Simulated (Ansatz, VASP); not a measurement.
Two plane-wave programs on CsSnI3

```xyz
5
Lattice="6.2057 0.0000 0.0000 0.0000 6.2057 0.0000 0.0000 0.0000 6.2057" Properties=species:S:1:pos:R:3 pbc="T T T"
Cs    0.0000    0.0000    0.0000
I     3.1029    3.1029    0.0000
I     3.1029    0.0000    3.1029
I     0.0000    3.1029    3.1029
Sn    3.1029    3.1029    3.1029
```

Alike in both runs: task single point; functional PBE; k mesh 5 × 5 × 5; occupations gaussian, width 0.015 eV; no spin polarisation.

```csv
,VASP,Ansatz
version,VASP 6.6.1,Ansatz 0.2.0
potentials or method,"VASP PAW PBE potentials, release 64 (Cs_sv, I, Sn_d)",Ansatz PAW
plane-wave cutoff (eV),520,420
valence electrons in the cell,44,74
```

|  | VASP | Ansatz | Ansatz less VASP |
| --- | --- | --- | --- |
| gap on the k mesh at the Fermi level (eV) | 1.75 | 1.75 | +0.004 |
| least direct gap on the mesh (eV) | 1.75 | 1.75 | +0.004 |
| pressure (GPa) | 0.5 | 0.5 | +0.01 |

VASP's potentials hold 44 valence electrons a cell and Ansatz's 74, so a difference there can come from the potentials and not from the codes.

Spin-orbit coupling is off throughout. Noted on Ansatz's run: odd divisions of the mesh miss points on the zone boundary, where band edges often lie, so the gap on the mesh can be too wide.
